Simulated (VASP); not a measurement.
# ZnAuC4N4 (P-43m) in VASP: notebook

ZnAuC4N4 is run at these levels: PBE; tasks: single point.

Program: VASP 6.6.1. These are calculated values, not measurements. Logs are shortened: lines on timing, memory, paths and dates and some standing lists are left out, and cuts for length are marked.

### 1 The cell of the first run

Symmetry: P-43m, No. 215, cubic system. The conventional cell has a = 5.883 Å, b = 5.883 Å, c = 5.883 Å, α = 90.00°, β = 90.00°, γ = 90.00°. Zn (site symmetry -43m) has 4 C at 1.92 Å within 2.5 Å. C (site symmetry 3m) has 1 N at 1.17 Å within 1.6 Å. Au (site symmetry -43m) has 4 N at 2.01 Å within 2.7 Å. N (site symmetry 3m) has 1 C at 1.17 Å within 1.6 Å.

### 2 Single point, PBE

The input, INCAR:

```
SYSTEM = ZnAuC4N4
PREC = Accurate
ENCUT = 520
EDIFF = 1E-6
ISMEAR = 0
SIGMA = 0.1
LREAL = .False.
LASPH = .True.
NELM = 80
ALGO = Normal
ISIF = 2
LWAVE = .False.
LCHARG = .True.
GGA = PE
LELF = .True.
LVHAR = .True.
NBANDS = 40
```

The input, KPOINTS:

```
Automatic mesh
0
Gamma
  4 4 4
  0 0 0
```

The input, POSCAR:

```
ZnAuC4N4
1.0
    5.8826218900      0.0000000000      0.0000000000
    0.0000000000      5.8826218900      0.0000000000
    0.0000000000      0.0000000000      5.8826218900
Zn C Au N
1 4 1 4
Direct
    0.0000000000      0.0000000000      0.0000000000
    0.1881440800      0.1881440800      0.1881440800
    0.1881440800      0.8118559200      0.8118559200
    0.8118559200      0.1881440800      0.8118559200
    0.8118559200      0.8118559200      0.1881440800
    0.5000000000      0.5000000000      0.5000000000
    0.3029738000      0.3029738000      0.3029738000
    0.3029738000      0.6970262000      0.6970262000
    0.6970262000      0.3029738000      0.6970262000
    0.6970262000      0.6970262000      0.3029738000
```

Potentials or basis: VASP PAW PBE potentials, release 64 (Zn, C, Au, N).

Run with:

```sh
> cat potpaw_PBE.64/Zn/POTCAR potpaw_PBE.64/C/POTCAR potpaw_PBE.64/Au/POTCAR potpaw_PBE.64/N/POTCAR > POTCAR
> mpirun -np 1 vasp_std > vasp.out
```

OUTCAR:

```text
SYSTEM = ZnAuC4N4
   PREC = Accurate
   ENCUT = 520
   EDIFF = 1E-6
   ISMEAR = 0
   LREAL = .False.
   LASPH = .True.
   NELM = 80
   ISIF = 2
   GGA = PE

 ion  position               nearest neighbor table
   1  0.000  0.000  0.000-   2 1.92   3 1.92   4 1.92   5 1.92
   2  0.188  0.188  0.188-   7 1.17   1 1.92
   3  0.188  0.812  0.812-   8 1.17   1 1.92
   4  0.812  0.188  0.812-   9 1.17   1 1.92
   5  0.812  0.812  0.188-  10 1.17   1 1.92
   6  0.500  0.500  0.500-   7 2.01   8 2.01   9 2.01  10 2.01
   7  0.303  0.303  0.303-   2 1.17   6 2.01
   8  0.303  0.697  0.697-   3 1.17   6 2.01
   9  0.697  0.303  0.697-   4 1.17   6 2.01
  10  0.697  0.697  0.303-   5 1.17   6 2.01

  LATTYP: Found a simple cubic cell.
 ALAT       =     5.8826218900

  Lattice vectors:

 A1 = (   5.8826218900,   0.0000000000,   0.0000000000)
 A2 = (   0.0000000000,   5.8826218900,   0.0000000000)
 A3 = (   0.0000000000,   0.0000000000,   5.8826218900)

Analysis of symmetry for initial positions (statically):
=====================================================================
 Subroutine PRICEL returns:
 Original cell was already a primitive cell.

 Routine SETGRP: Setting up the symmetry group for a
 simple cubic supercell.

 Subroutine GETGRP returns: Found 24 space group operations
 (whereof 24 operations were pure point group operations)
 out of a pool of 48 trial point group operations.

The static configuration has the point symmetry T_d .

Analysis of symmetry for dynamics (positions and initial velocities):
=====================================================================
 Subroutine PRICEL returns:
 Original cell was already a primitive cell.

 Routine SETGRP: Setting up the symmetry group for a
 simple cubic supercell.

 Subroutine GETGRP returns: Found 24 space group operations
 (whereof 24 operations were pure point group operations)
 out of a pool of 48 trial point group operations.

The dynamic configuration has the point symmetry T_d .

 Subroutine INISYM returns: Found 24 space group operations
 (whereof 24 operations are pure point group operations),
 and found     1 'primitive' translations

----------------------------------------------------------------------------------------

                                     Primitive cell

[... 97 lines left out ...]
   ISIF   =      2    stress and relaxation
   ISYM   =      2    0-nonsym 1-usesym 2-fastsym
   POTIM  = 0.5000    time-step for ionic-motion
   TEBEG  =    0.0;   TEEND  =   0.0 temperature during run
   PSTRESS=    0.0 pullay stress
   NELECT =      59.0000    total number of electrons
   NUPDOWN=      -1.0000    fix difference up-down
   EMIN   =  10.00;   EMAX   =-10.00  energy-range for DOS
   EFERMI =   0.00;   METHOD = LEGACY
   ISMEAR =     0;   SIGMA  =   0.10  broadening in eV -4-tet -1-fermi 0-gaus
   EFERMI_NEDOS =   21; number of points for ismear=-14 and -15
   IALGO  =     38    algorithm
   IMIX   =      4    mixing-type and parameters
     AMIX     =   0.40;   BMIX     =  1.00
     AMIX_MAG =   1.60;   BMIX_MAG =  1.00
  volume/ion in A,a.u.               =      20.36       137.38
  Fermi-wavevector in a.u.,A,eV,Ry     =   1.083398  2.047325 15.969845  1.173751
  Thomas-Fermi vector in A             =   2.219463
   LORBIT       =      0    0 simple, 1 ext, 2 COOP (PROOUT), +10 PAW based schemes
   GGA     = PE    functional components
   LHFCALC =     F    Hartree Fock is set to
   AEXX    =    0.0000 exact exchange contribution
   IVDW    =     0    specifies the selected vdW correction
   LEPSILON=     F    determine dielectric tensor
   LRPA    =     F    only Hartree local field effects (RPA)
 non-spin polarized calculation
 Gauss-broadening in eV      SIGMA  =   0.10
  energy-cutoff  :      520.00
  volume of cell :      203.57
 maximum number of plane-waves:      5520
 NGX is ok and might be reduce to    48
   NGX = 21   NGY = 21   NGZ = 21

 number of electron      58.9999990 magnetization

 Free energy of the ion-electron system (eV)
  ---------------------------------------------------
  ext. energy  EPLUGINS =         0.00000000
  ---------------------------------------------------
  free energy    TOTEN  =       -67.17011713 eV

  energy without entropy =      -67.11229320  energy(sigma->0) =      -67.14120517

 E-fermi :  -1.8297     XC(G=0):  -7.3251

 val. band max:       -1.8315715356   @ k =   0.5000   0.2500   0.0000
 cond. band min:      -1.8041449123   @ k =   0.5000   0.0000   0.0000
 fundamental gap:      0.0274266234
 Fermi energy:        -1.8297049779

 k-point     1 :       0.0000    0.0000    0.0000
  band No.  band energies     occupation
      1     -18.7279      2.00000
      2     -18.5881      2.00000
      3     -18.5881      2.00000
      4     -18.5881      2.00000
      5     -10.0001      2.00000
      6      -9.2912      2.00000
[... 419 lines left out ...]
     39       5.0542      0.00000
     40       6.5425      0.00000

------------------------ aborting loop because EDIFF is reached ----------------------------------------

  FORCE on cell =-STRESS in cart. coord.  units (eV):
  Direction    XX          YY          ZZ          XY          YZ          ZX
  --------------------------------------------------------------------------------------
  -------------------------------------------------------------------------------------
  Total        7.5174708      7.5174708      7.5174708     -0.0000000      0.0000000      0.0000000
  in kB       59.1656344     59.1656344     59.1656344     -0.0000000      0.0000000      0.0000000
  external PRESSURE =      59.1656344 kB  Pullay stress =       0.0000000 kB

 VOLUME and BASIS-vectors are now :
 -----------------------------------------------------------------------------
  energy-cutoff  :      520.00
  volume of cell :      203.57
      direct lattice vectors                 reciprocal lattice vectors
     5.882621890  0.000000000  0.000000000     0.169992228  0.000000000  0.000000000
     0.000000000  5.882621890  0.000000000     0.000000000  0.169992228  0.000000000
     0.000000000  0.000000000  5.882621890     0.000000000  0.000000000  0.169992228

 POSITION                                       TOTAL-FORCE (eV/Angst)
 -----------------------------------------------------------------------------------
      0.00000      0.00000      0.00000         0.000000      0.000000     -0.000000
      1.10678      1.10678      1.10678         0.541028      0.541028      0.541028
      1.10678      4.77584      4.77584         0.541028     -0.541028     -0.541028
      4.77584      1.10678      4.77584        -0.541028      0.541028     -0.541028
      4.77584      4.77584      1.10678        -0.541028     -0.541028      0.541028
      2.94131      2.94131      2.94131         0.000000      0.000000     -0.000000
      1.78228      1.78228      1.78228        -0.897217     -0.897217     -0.897217
      1.78228      4.10034      4.10034        -0.897217      0.897217      0.897217
      4.10034      1.78228      4.10034         0.897217     -0.897217      0.897217
      4.10034      4.10034      1.78228         0.897217      0.897217     -0.897217
 -----------------------------------------------------------------------------------
    total drift:                               -0.000000     -0.000000     -0.000000

  FREE ENERGIE OF THE ION-ELECTRON SYSTEM (eV)
  ---------------------------------------------------
  free  energy   TOTEN  =       -67.1701171297 eV

  energy  without entropy=      -67.1122932016  energy(sigma->0) =      -67.14120517
```

OSZICAR:

```text
N       E                     dE             d eps       ncg     rms          rms(c)
DAV:   1     0.443613448585E+03    0.44361E+03   -0.26964E+04   800   0.137E+03
DAV:   2    -0.205867468941E+02   -0.46420E+03   -0.44437E+03   912   0.333E+02
DAV:   3    -0.765688993361E+02   -0.55982E+02   -0.55159E+02  1000   0.125E+02
DAV:   4    -0.782362535938E+02   -0.16674E+01   -0.16453E+01   936   0.241E+01
DAV:   5    -0.782664979310E+02   -0.30244E-01   -0.30221E-01  1000   0.317E+00    0.288E+01
DAV:   6    -0.681510170230E+02    0.10115E+02   -0.37386E+01  1064   0.717E+01    0.311E+01
DAV:   7    -0.674107352264E+02    0.74028E+00   -0.12308E+01   848   0.218E+01    0.148E+01
DAV:   8    -0.672137791289E+02    0.19696E+00   -0.11468E+00  1168   0.160E+01    0.499E+00
DAV:   9    -0.671700125330E+02    0.43767E-01   -0.32584E-01  1192   0.110E+01    0.110E+00
DAV:  10    -0.671704163718E+02   -0.40384E-03   -0.73117E-02   960   0.230E+00    0.365E-01
DAV:  11    -0.671702208435E+02    0.19553E-03   -0.65456E-03   944   0.523E-01    0.272E-01
DAV:  12    -0.671703084639E+02   -0.87620E-04   -0.55110E-03  1080   0.668E-01    0.117E-01
DAV:  13    -0.671701092413E+02    0.19922E-03   -0.10960E-03  1048   0.375E-01    0.439E-02
DAV:  14    -0.671701117945E+02   -0.25532E-05   -0.18577E-04   952   0.737E-02    0.837E-03
DAV:  15    -0.671701171854E+02   -0.53909E-05   -0.12315E-05   856   0.222E-02    0.530E-03
DAV:  16    -0.671701171297E+02    0.55719E-07   -0.10950E-06   648   0.900E-03
   1 F= -.67170117E+02 E0= -.67141205E+02  d E =-.578239E-01
```

Wall time 3.4 min (1 thread of Intel Xeon 8259CL, shared host); peak memory 0.37 GiB.

What came out:

```yaml
Free_energy: -67.1701 eV
Pressure: 5.9 GPa
Largest_force: 1.554 eV/Å
Band_gap_on_the_k_mesh: zero (an odd number of electrons rules out a gap without spin polarisation)
```

Forces on the atoms (eV/Å):
```
Zn   0.000  0.000  0.000
C    0.541  0.541  0.541
C    0.541 -0.541 -0.541
C   -0.541  0.541 -0.541
C   -0.541 -0.541  0.541
Au   0.000  0.000  0.000
N   -0.897 -0.897 -0.897
N   -0.897  0.897  0.897
N    0.897 -0.897  0.897
N    0.897  0.897 -0.897
```

Caveat: the cell stands under pressure; spin-orbit coupling is left out, which moves the levels of the heavy elements; forces of over 1 eV/Å act on the atoms, so gaps and moduli don't describe the material at rest.

(Continued in part 2 of 2.)
